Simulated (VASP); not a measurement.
# Al3O in VASP: further runs

Al3O is run at these levels: LDA; tasks: single point, relaxation of the atoms.

Everything below comes from runs of VASP 6.6.1. Logs are shortened: lines on timing, memory, paths and dates and some standing lists are left out, and cuts for length are marked.

### 1 The cell of the first run

The cell holds a slab with vacuum, 4 atoms: a = 2.817 Å, b = 2.817 Å, c = 20.032 Å, α = 90.00°, β = 90.00°, γ = 120.00°.

### 2 Single point, LDA

INCAR reads:

```
ALGO = Normal
DIPOL = 0.5 0.5 0.362
EDIFF = 1E-6
ENCUT = 520
IDIPOL = 3
ISIF = 2
ISMEAR = 0
LASPH = True
LCHARG = False
LDIPOL = True
LREAL = False
LWAVE = False
NBANDS = 16
NELM = 60
PREC = Accurate
SIGMA = 0.1
```

KPOINTS reads:

```
k-points
0
Gamma
  12 12 1
```

POSCAR reads:

```
Al3O
1.0
    2.8168432364      0.0000000000      0.0000000000
   -1.4084216182      2.4394578012      0.0000000000
    0.0000000000      0.0000000000     20.0321727773
Al O
3 1
Direct
    0.6666666667      0.3333333333      0.1996787889
    0.3333333333      0.6666666667      0.3128097090
    0.0000000000      0.0000000000      0.4259234818
    0.0000000000      0.0000000000      0.5087562720
```

Potentials or basis: VASP PAW LDA potentials, release 64 (Al, O).

Launch:

```
> cat potpaw_LDA.64/Al/POTCAR potpaw_LDA.64/O/POTCAR > POTCAR
> mpirun -np 1 vasp_std > vasp.out
```

OUTCAR:

```text
EDIFF = 1E-6
   ENCUT = 520
   ISIF = 2
   ISMEAR = 0
   LASPH = True
   LREAL = False
   NELM = 60
   PREC = Accurate

 ion  position               nearest neighbor table
   1  0.667  0.333  0.200-   2 2.79   2 2.79   2 2.79
   2  0.333  0.667  0.313-   3 2.79   3 2.79   3 2.79   1 2.79   1 2.79   1 2.79
   3  0.000  0.000  0.426-   4 1.66   2 2.79   2 2.79   2 2.79
   4  0.000  0.000  0.509-   3 1.66

  LATTYP: Found a hexagonal cell.
 ALAT       =     2.8168432364
 C/A-ratio  =     7.1115681975

  Lattice vectors:

 A1 = (   2.8168432364,   0.0000000000,   0.0000000000)
 A2 = (  -1.4084216182,   2.4394578012,   0.0000000000)
 A3 = (   0.0000000000,   0.0000000000,  20.0321727773)

Analysis of symmetry for initial positions (statically):
=====================================================================
 Subroutine PRICEL returns:
 Original cell was already a primitive cell.

 Routine SETGRP: Setting up the symmetry group for a
 hexagonal supercell.

 Subroutine GETGRP returns: Found  6 space group operations
 (whereof  6 operations were pure point group operations)
 out of a pool of 24 trial point group operations.

The static configuration has the point symmetry C_3v.

Analysis of symmetry for dynamics (positions and initial velocities):
=====================================================================
 Subroutine PRICEL returns:
 Original cell was already a primitive cell.

 Routine SETGRP: Setting up the symmetry group for a
 hexagonal supercell.

 Subroutine GETGRP returns: Found  6 space group operations
 (whereof  6 operations were pure point group operations)
 out of a pool of 24 trial point group operations.

The dynamic configuration has the point symmetry C_3v.

 Subroutine INISYM returns: Found  6 space group operations
 (whereof  6 operations are pure point group operations),
 and found     1 'primitive' translations

----------------------------------------------------------------------------------------

                                     Primitive cell

  volume of cell :     137.6525

  direct lattice vectors                    reciprocal lattice vectors
     2.816843236  0.000000000  0.000000000     0.355007331  0.204963578  0.000000000
    -1.408421618  2.439457801  0.000000000     0.000000000  0.409927157  0.000000000
     0.000000000  0.000000000 20.032172777     0.000000000  0.000000000  0.049919697

  length of vectors
     2.816843236  2.816843236 20.032172777     0.409927157  0.409927157  0.049919697

  position of ions in fractional coordinates (direct lattice)
     0.666666667  0.333333333  0.199678789
     0.333333333  0.666666667  0.312809709
     0.000000000  0.000000000  0.425923482
     0.000000000  0.000000000  0.508756272

  ion indices of the primitive-cell ions
   primitive index   ion index
                 1           1
                 2           2
                 3           3
                 4           4

----------------------------------------------------------------------------------------

 KPOINTS: k-points

Automatic generation of k-mesh.
 Grid dimensions read from file:
 generate k-points for:   12   12    1

 Generating k-lattice:

  Cartesian coordinates                     Fractional coordinates (reciprocal lattice)
     0.029583944  0.017080298  0.000000000     0.083333333  0.000000000  0.000000000
     0.000000000  0.034160596  0.000000000     0.000000000  0.083333333  0.000000000
     0.000000000  0.000000000  0.049919697     0.000000000  0.000000000  1.000000000

  Length of vectors
     0.034160596  0.034160596  0.049919697

  Shift w.r.t. Gamma in fractional coordinates (k-lattice)
     0.000000000  0.000000000  0.000000000

 Subroutine IBZKPT returns following result:
 ===========================================

 Found     19 irreducible k-points:

 Following reciprocal coordinates:
            Coordinates               Weight
  0.000000  0.000000  0.000000      1.000000
  0.083333  0.000000  0.000000      6.000000
  0.166667  0.000000  0.000000      6.000000
  0.250000  0.000000  0.000000      6.000000
  0.333333  0.000000  0.000000      6.000000
  0.416667  0.000000  0.000000      6.000000
[... 11 lines left out ...]
  0.333333  0.250000  0.000000     12.000000
  0.333333  0.333333  0.000000      2.000000
   k-points           NKPTS =     19   k-points in BZ     NKDIM =     19   number of bands    NBANDS=     16
   number of dos      NEDOS =    301   number of ions     NIONS =      4
   total plane-waves  NPLWV =  86400
   dimension x,y,z NGX =    24 NGY =   24 NGZ =  150
   dimension x,y,z NGXF=    48 NGYF=   48 NGZF=  300
   ions per type =               3   1
   NGX,Y,Z   is equivalent  to a cutoff of  14.16, 14.16, 12.45 a.u.
   NGXF,Y,Z  is equivalent  to a cutoff of  28.33, 28.33, 24.90 a.u.
 SYSTEM =  unknown system
   PREC   = accura    normal or accurate (medium, high low for compatibility)
   ISTART =      0    job   : 0-new  1-cont  2-samecut
   ICHARG =      2    charge: 1-file 2-atom 10-const
   ISPIN  =      1    spin polarized calculation?
   LNONCOLLINEAR =      F non collinear calculations
   LSORBIT =      F    spin-orbit coupling
   LASPH  =      T    aspherical Exc in radial PAW
   ENCUT  =  520.0 eV  38.22 Ry    6.18 a.u.   5.24  5.24 37.25*2*pi/ulx,y,z
   NELM   =     60;   NELMIN=  2; NELMDL= -5     # of ELM steps
   EDIFF  = 0.1E-05   stopping-criterion for ELM
   LREAL  =      F    real-space projection
   EDIFFG = 0.1E-04   stopping-criterion for IOM
   NSW    =      0    number of steps for IOM
   IBRION =     -1    ionic relax: 0-MD 1-quasi-New 2-CG
   NFREE  =      0    steps in history (QN), initial steepest desc. (CG)
   ISIF   =      2    stress and relaxation
   ISYM   =      2    0-nonsym 1-usesym 2-fastsym
   POTIM  = 0.5000    time-step for ionic-motion
   TEBEG  =    0.0;   TEEND  =   0.0 temperature during run
   PSTRESS=    0.0 pullay stress
   NELECT =      15.0000    total number of electrons
   NUPDOWN=      -1.0000    fix difference up-down
   EMIN   =  10.00;   EMAX   =-10.00  energy-range for DOS
   EFERMI =   0.00;   METHOD = LEGACY
   ISMEAR =     0;   SIGMA  =   0.10  broadening in eV -4-tet -1-fermi 0-gaus
   EFERMI_NEDOS =   21; number of points for ismear=-14 and -15
   IALGO  =     38    algorithm
   IMIX   =      4    mixing-type and parameters
     AMIX     =   0.40;   BMIX     =  1.00
     AMIX_MAG =   1.60;   BMIX_MAG =  1.00
  volume/ion in A,a.u.               =      34.41       232.23
  Fermi-wavevector in a.u.,A,eV,Ry     =   0.781947  1.477665  8.319158  0.611441
  Thomas-Fermi vector in A             =   1.885569
   LORBIT       =      0    0 simple, 1 ext, 2 COOP (PROOUT), +10 PAW based schemes
   GGA     = CA    functional components
   LHFCALC =     F    Hartree Fock is set to
   AEXX    =    0.0000 exact exchange contribution
   IVDW    =     0    specifies the selected vdW correction
   LEPSILON=     F    determine dielectric tensor
   LRPA    =     F    only Hartree local field effects (RPA)
 non-spin polarized calculation
 Gauss-broadening in eV      SIGMA  =   0.10
  energy-cutoff  :      520.00
  volume of cell :      137.65
 maximum number of plane-waves:      3744
 NGX is ok and might be reduce to    24
   NGX = 11   NGY = 11   NGZ = 75

 dipolmoment           0.000000      0.000000     -0.021837 electrons x Angstroem

 number of electron      15.0000006 magnetization

 dipolmoment           0.000000      0.000000      0.230029 electrons x Angstroem

 Free energy of the ion-electron system (eV)
  ---------------------------------------------------
  ext. energy  EPLUGINS =         0.00000000
  ---------------------------------------------------
  free energy    TOTEN  =       -17.47760373 eV

  energy without entropy =      -17.46441665  energy(sigma->0) =      -17.47101019

 E-fermi :  -1.5343     XC(G=0):  -5.1238

 val. band max:       -1.5570154948   @ k =   0.3333   0.3333   0.0000
 cond. band min:      -1.5270274959   @ k =   0.1667   0.0833   0.0000
 fundamental gap:      0.0299879989
 Fermi energy:        -1.5342975194

 k-point     1 :       0.0000    0.0000    0.0000
  band No.  band energies     occupation
      1     -18.3786      2.00000
      2     -12.3462      2.00000
      3     -10.3015      2.00000
      4      -7.2525      2.00000
      5      -4.4951      2.00000
      6      -2.1731      2.00000
[... 8 lines left out ...]
     15       9.8508      0.00000
     16       9.8685      0.00000

 k-point     2 :       0.0833    0.0000    0.0000
  band No.  band energies     occupation
      1     -18.3231      2.00000
      2     -12.1762      2.00000
      3     -10.1370      2.00000
      4      -7.0984      2.00000
      5      -4.3887      2.00000
      6      -2.1547      2.00000
[... 8 lines left out ...]
     15       8.3433      0.00000
     16       8.8828      0.00000

 k-point     3 :       0.1667    0.0000    0.0000
  band No.  band energies     occupation
      1     -18.1674      2.00000
      2     -11.6672      2.00000
      3      -9.6457      2.00000
      4      -6.6444      2.00000
      5      -4.0857      2.00000
      6      -2.4338      2.00000
[... 8 lines left out ...]
     15       7.7254      0.00000
     16       8.1346      0.00000

 k-point     4 :       0.2500    0.0000    0.0000
  band No.  band energies     occupation
      1     -17.9445      2.00000
      2     -10.8236      2.00000
      3      -8.8350      2.00000
      4      -5.9253      2.00000
      5      -3.6376      2.00000
      6      -3.0994      2.00000
[... 8 lines left out ...]
     15       6.3280      0.00000
     16       7.6824      0.00000
[... 229 lines left out ...]
 k-point    17 :       0.2500    0.2500    0.0000
  band No.  band energies     occupation
      1     -17.4639      2.00000
      2      -7.8378      2.00000
      3      -6.0584      2.00000
      4      -4.2217      2.00000
      5      -3.5282      2.00000
      6      -2.9169      2.00000
[... 8 lines left out ...]
     15       5.5018      0.00000
     16       6.3771      0.00000

 k-point    18 :       0.3333    0.2500    0.0000
  band No.  band energies     occupation
      1     -17.3707      2.00000
      2      -6.2286      2.00000
      3      -4.8633      2.00000
      4      -4.3962      2.00000
      5      -3.7058      2.00000
      6      -3.3181      2.00000
[... 8 lines left out ...]
     15       4.8257      0.00000
     16       6.6425      0.00000

 k-point    19 :       0.3333    0.3333    0.0000
  band No.  band energies     occupation
      1     -17.3370      2.00000
      2      -4.6156      2.00000
      3      -4.5669      2.00000
      4      -4.5217      2.00000
      5      -3.8894      2.00000
      6      -3.8107      2.00000
[... 8 lines left out ...]
     15       4.4467      0.00000
     16       6.0580      0.00000

------------------------ aborting loop because EDIFF is reached ----------------------------------------

 vacuum level on the upper side and lower side of the slab       (xc-potential included)         2.939        -2.957

  FORCE on cell =-STRESS in cart. coord.  units (eV):
  Direction    XX          YY          ZZ          XY          YZ          ZX
  --------------------------------------------------------------------------------------
  -------------------------------------------------------------------------------------
  Total        0.4455450      0.4455450     -0.0431056      0.0000000      0.0000000      0.0000000
  in kB        5.1858278      5.1858278     -0.5017182      0.0000000      0.0000000      0.0000000
  external PRESSURE =       3.2899791 kB  Pullay stress =       0.0000000 kB

 VOLUME and BASIS-vectors are now :
 -----------------------------------------------------------------------------
  energy-cutoff  :      520.00
  volume of cell :      137.65
      direct lattice vectors                 reciprocal lattice vectors
     2.816843236  0.000000000  0.000000000     0.355007331  0.204963578  0.000000000
    -1.408421618  2.439457801  0.000000000     0.000000000  0.409927157  0.000000000
     0.000000000  0.000000000 20.032172777     0.000000000  0.000000000  0.049919697

 POSITION                                       TOTAL-FORCE (eV/Angst)
 -----------------------------------------------------------------------------------
      1.40842      0.81315      4.00000         0.000000      0.000000     -0.038008
     -0.00000      1.62631      6.26626         0.000000      0.000000      0.275936
      0.00000      0.00000      8.53217        -0.000000     -0.000000     -0.455228
      0.00000      0.00000     10.19149         0.000000     -0.000000      0.217300
 -----------------------------------------------------------------------------------
    total drift:                                0.000000      0.000000      0.000152

  FREE ENERGIE OF THE ION-ELECTRON SYSTEM (eV)
  ---------------------------------------------------
  free  energy   TOTEN  =       -17.4776037305 eV

  energy  without entropy=      -17.4644166471  energy(sigma->0) =      -17.47101019

 vacuum level on the upper side and lower side of the slab         8.499         2.442
```

It took 92 s on 1 thread of AMD EPYC 7R13 (Zen 3), shared host; peak memory 0.19 GiB.

Results:

| Item | Value |
| --- | --- |
| Free energy | -17.4776 eV |
| Largest force | 0.455 eV/Å |
| Band gap on the k mesh | zero (an odd number of electrons rules out a gap without spin polarisation) |

Forces on the atoms (eV/Å):
```
Al   0.000  0.000 -0.038
Al   0.000  0.000  0.276
Al   0.000  0.000 -0.455
O    0.000  0.000  0.217
```

Levels at points of the mesh, in eV from the Fermi level:
```csv
k point,band 5,band 6,band 7,band 8,band 9,band 10,band 11,band 12
"(0.00, 0.00, 0.00)",-2.96,-0.64,0.35,0.35,2.47,4.43,6.38,8.61
"(0.50, 0.00, 0.00)",-3.00,-2.07,-1.70,-0.29,0.52,1.00,3.88,4.55
```

### 3 Single point, LDA

INCAR reads:

```
SYSTEM = Al3O
ALGO = Normal ; DIPOL = 0.5 0.5 0.350
EDIFF = 1E-6 ; ENCUT = 520
GGA = CA ; IDIPOL = 3
ISIF = 2 ; ISMEAR = 0
LASPH = .TRUE. ; LCHARG = .TRUE.
LDIPOL = .TRUE. ; LELF = .TRUE.
LREAL = .FALSE. ; LVACPOTAV = .TRUE.
LVHAR = .TRUE. ; LWAVE = .FALSE.
NBANDS = 16 ; NELM = 100
PREC = Accurate ; SIGMA = 0.1
```

KPOINTS reads:

```
k-points
0
G
  12 12 1
  0 0 0
```

POSCAR, as its differences from that of step 2:

```diff
@@ -11,2 +11,2 @@
     0.0000000000      0.0000000000      0.4259234818
-    0.0000000000      0.0000000000      0.5087562720
+    0.3333333333      0.6666666667      0.4624389408
```

Potentials or basis: VASP PAW LDA potentials, release 64 (Al, O).

Launch:

```
> cat potpaw_LDA.64/Al/POTCAR potpaw_LDA.64/O/POTCAR > POTCAR
> mpirun -np 1 vasp_std > vasp.out
```

OUTCAR:

```text
SYSTEM = Al3O
   EDIFF = 1E-6
   ENCUT = 520
   GGA = CA
   ISIF = 2
   ISMEAR = 0
   LASPH = .TRUE.
   LREAL = .FALSE.
   NELM = 100
   PREC = Accurate

 ion  position               nearest neighbor table
   1  0.667  0.333  0.200-   2 2.79   2 2.79   2 2.79
   2  0.333  0.667  0.313-   3 2.79   3 2.79   3 2.79   1 2.79   1 2.79   1 2.79
   3  0.000  0.000  0.426-   4 1.78   4 1.78   4 1.78   2 2.79   2 2.79   2 2.79
   4  0.333  0.667  0.462-   3 1.78   3 1.78   3 1.78

  LATTYP: Found a hexagonal cell.
 ALAT       =     2.8168432364
 C/A-ratio  =     7.1115681975

  Lattice vectors:

 A1 = (   2.8168432364,   0.0000000000,   0.0000000000)
 A2 = (  -1.4084216182,   2.4394578012,   0.0000000000)
 A3 = (   0.0000000000,   0.0000000000,  20.0321727773)

Analysis of symmetry for initial positions (statically):
=====================================================================
 Subroutine PRICEL returns:
 Original cell was already a primitive cell.

 Routine SETGRP: Setting up the symmetry group for a
 hexagonal supercell.

 Subroutine GETGRP returns: Found  6 space group operations
 (whereof  6 operations were pure point group operations)
[... 172 lines left out ...]
 Fermi energy:         0.5277658902

 k-point     1 :       0.0000    0.0000    0.0000
  band No.  band energies     occupation
      1     -21.2195      2.00000
      2     -10.3796      2.00000
      3      -8.4202      2.00000
      4      -5.8500      2.00000
      5      -4.7090      2.00000
      6      -4.7090      2.00000
[... 338 lines left out ...]
      3      -7.6928      2.00000
      4      -5.1880      2.00000
      5      -2.4278      2.00000
      6      -2.3524      2.00000
[... 8 lines left out ...]
     15       8.4796      0.00000
     16       9.6820      0.00000

------------------------ aborting loop because EDIFF is reached ----------------------------------------

  FORCE on cell =-STRESS in cart. coord.  units (eV):
  Direction    XX          YY          ZZ          XY          YZ          ZX
  --------------------------------------------------------------------------------------
  -------------------------------------------------------------------------------------
  Total        1.5815003      1.5815003      0.5692309      0.0000000      0.0000000     -0.0000000
  in kB       18.4075431     18.4075431      6.6254446      0.0000000      0.0000000     -0.0000000
  external PRESSURE =      14.4801769 kB  Pullay stress =       0.0000000 kB

 VOLUME and BASIS-vectors are now :
 -----------------------------------------------------------------------------
  energy-cutoff  :      520.00
  volume of cell :      137.65
      direct lattice vectors                 reciprocal lattice vectors
     2.816843236  0.000000000  0.000000000     0.355007331  0.204963578  0.000000000
    -1.408421618  2.439457801  0.000000000     0.000000000  0.409927157  0.000000000
     0.000000000  0.000000000 20.032172777     0.000000000  0.000000000  0.049919697

 POSITION                                       TOTAL-FORCE (eV/Angst)
 -----------------------------------------------------------------------------------
      1.40842      0.81315      4.00000         0.000000      0.000000      0.091791
     -0.00000      1.62631      6.26626        -0.000000     -0.000000     -0.431368
      0.00000      0.00000      8.53217         0.000000      0.000000      0.298301
     -0.00000      1.62631      9.26366        -0.000000      0.000000      0.041276
 -----------------------------------------------------------------------------------
    total drift:                                0.000000     -0.000000     -0.000837

  FREE ENERGIE OF THE ION-ELECTRON SYSTEM (eV)
  ---------------------------------------------------
  free  energy   TOTEN  =       -22.1288872573 eV

  energy  without entropy=      -22.1233908201  energy(sigma->0) =      -22.12613904

 vacuum level on the upper side and lower side of the slab         5.343         4.387
```

stdout:

```text
POSCAR found type information on POSCAR AlO
 POSCAR found :  2 types and       4 ions
 scaLAPACK will be used
 LDA part: xc-table for (Slater(with rela. corr.)+CA(PZ))
 , standard interpolation
 POSCAR, INCAR and KPOINTS ok, starting setup
 FFT: planning ... GRIDC
 FFT: planning ... GRID_SOFT
 FFT: planning ... GRID
 WAVECAR not read
 entering main loop
 -----------------------------------------------------------------------------
|                                                                             |
|           W    W    AA    RRRRR   N    N  II  N    N   GGGG   !!!           |
|           W    W   A  A   R    R  NN   N  II  NN   N  G    G  !!!           |
|           W    W  A    A  R    R  N N  N  II  N N  N  G       !!!           |
|           W WW W  AAAAAA  RRRRR   N  N N  II  N  N N  G  GGG   !            |
|           WW  WW  A    A  R   R   N   NN  II  N   NN  G    G                |
|           W    W  A    A  R    R  N    N  II  N    N   GGGG   !!!           |
|                                                                             |
|     Did not find any points to average over, which means that no vacuum     |
|     field-free region was found. Please increase the size of  your cell     |
|     in the dimension of the dipole correction to obtain accurate            |
|     workfunction values.                                                    |
|                                                                             |
 -----------------------------------------------------------------------------
```

It took 72 s on 1 thread of AMD EPYC 7R13 (Zen 3), shared host; peak memory 0.19 GiB.

Results:

```yaml
Free_energy: -22.1289 eV
Largest_force: 0.431 eV/Å
Band_gap_on_the_k_mesh: zero (an odd number of electrons rules out a gap without spin polarisation)
```

Forces in eV/Å, atoms in the order of the input:
```
Al   0.000  0.000  0.092
Al   0.000  0.000 -0.431
Al   0.000  0.000  0.298
O    0.000  0.000  0.041
```

[end of part 1 of 2]

The gap in the log of VASP goes by the Fermi energy; the results here count the filled bands.